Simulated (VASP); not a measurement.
Re: single point with PBE

Crystal: Re.

```xyz
2
Lattice="2.7748 0.0000 0.0000 -1.3874 2.4031 0.0000 0.0000 0.0000 4.4842" Properties=species:S:1:pos:R:3 pbc="T T T"
Re    0.0000    1.6020    1.1211
Re    1.3874    0.8010    3.3632
```

```json
{
 "Program": "VASP 6.6.1",
 "Task": "single point",
 "Functional": "PBE",
 "Potentials or basis": "VASP PAW PBE potentials, release 64 (Re)",
 "Cutoff": "520 eV",
 "k mesh": "18 × 18 × 10",
 "Occupations": "gaussian, width 0.15 eV",
 "Spin": "no spin polarisation"
}
```

| Quantity | Value |
| --- | --- |
| Pressure | -0.5 GPa |
| Band gap on the k mesh | zero (bands 7 and 8 overlap by 3.08 eV) |

Stress tensor (GPa, compression positive):
```
-0.39  0.00  0.00
 0.00 -0.39  0.00
 0.00  0.00 -0.76
```

Levels at points of the mesh, in eV from the Fermi level:
```
           k point  band 4  band 5  band 6  band 7  band 8  band 9  band 10  band 11
(0.00, 0.00, 0.00)   -1.53   -1.53   -0.71   -0.71    0.20    0.20     0.59     3.30
(0.50, 0.00, 0.00)   -1.87   -1.72   -1.34   -0.59    3.88    4.27     4.40     5.93
(0.00, 0.00, 0.50)   -2.33   -1.65   -1.65   -1.65   -1.65    2.50     2.50     2.50
(0.50, 0.00, 0.50)   -3.99    0.40    0.40    0.90    0.90    4.19     4.19     4.68
```

Run time: 110 s on 1 thread of Oxide Virtual Turin-like Processor, with other jobs on the host, peak memory 0.19 GiB.

Caveat: spin-orbit coupling is left out, which moves the levels of the heavy elements.
